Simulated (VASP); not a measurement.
The system is Li3Ga5.

```xyz
16
Lattice="-4.2717 4.2717 -4.2717 4.2717 4.2717 4.2717 4.2717 -4.2717 -4.2717" Properties=species:S:1:pos:R:3 pbc="T T T"
Li    6.4030    2.1042   -0.0127
Li   -0.0058    0.0125   -4.2812
Li    0.0189    4.2669   -4.2585
Li    2.1435    6.3925    0.0171
Li    4.2693    4.2556   -4.2628
Li    0.0332    4.2680    0.0252
Ga    4.2528   -2.1537   -2.1672
Ga    2.1501    2.1700   -4.3459
Ga    2.1531    0.0050   -2.1177
Ga    4.2690    2.1687   -2.1421
Ga   -0.0048    2.1517   -2.1076
Ga    2.1597    4.2906   -2.1246
Ga    2.1057    2.1452   -0.0409
Ga    4.2898    2.1560    2.1215
Ga   -2.1082    4.2710   -2.1519
Ga    6.3629    0.0115   -2.1114
```

| Quantity | Value |
| --- | --- |
| Program | VASP 6.6.1 |
| Task | relaxation of cell and atoms |
| Functional | PBE |
| Potentials or basis | VASP PAW PBE potentials, release 64 (Li_sv, Ga_d) |
| Cutoff | 600 eV |
| k mesh | 2 × 2 × 2, shifted |
| Occupations | gaussian, width 0.1 eV |
| Spin | no spin polarisation |

At the start: pressure -5.2 GPa; volume 19.49 Å³/atom.

Task: How do energy, volume and symmetry change on relaxing?

Result: Over 9 steps the energy falls by 64.8 meV/atom and the volume is 16.32 Å³/atom (-16.2 %); space group Cm (No. 8, to 0.1 Å) before, P4/mmm (No. 123, to 0.1 Å).

The path:
```tsv
step	energy change (eV)	largest force (eV/Å)	pressure (GPa)	volume (Å³)
1	0.0000	0.1378	-5.19	311.80
2	-0.7633	0.1845	-3.11	284.15
3	-0.9966	0.2147	-0.53	265.20
4	-1.0021	0.2208	0.07	261.49
5	-1.0021	0.2193	-0.06	262.44
6	-1.0193	0.1635	-0.04	262.06
7	-1.0351	0.0539	0.02	261.23
8	-1.0351	0.0511	0.00	261.20
9	-1.0370	0.0383	0.03	261.18
```

Final structure:
```xyz
16
Lattice="-4.0105 4.0103 -4.0552 4.0104 4.0121 4.0570 4.0133 -4.0122 -4.0599" Properties=species:S:1:pos:R:3 pbc="T T T"
Li    6.0148    2.0006   -0.0107
Li    0.0069    0.0104   -4.0566
Li    0.0053    4.0097   -4.0503
Li   -1.9972    2.0016   -4.0436
Li    0.0034    8.0144   -0.0013
Li    4.0200    0.0067   -4.0496
Ga    3.9687   -2.0080   -2.0397
Ga    2.0117    2.0086   -4.0797
Ga    2.0141   -0.0330   -2.0365
Ga    4.0479    2.0231   -2.0329
Ga   -0.0327    2.0056   -2.0320
Ga    2.0080    4.0566   -2.0297
Ga    2.0030    2.0105   -0.0082
Ga    4.0600    2.0177    2.0132
Ga   -1.9914    3.9783   -2.0300
Ga    6.0068    0.0447   -2.0323
```

Caveat: the k points lie up to 0.55 Å⁻¹ apart in the final cell, too coarse for converged energies and pressures of a metal; the cutoff is under 1.25 times the usual one of these potentials, so pressure, stress and relaxed cells hold a basis-set (Pulay) error; the volume moved by over 15 % at a fixed basis, so the end points are rough.
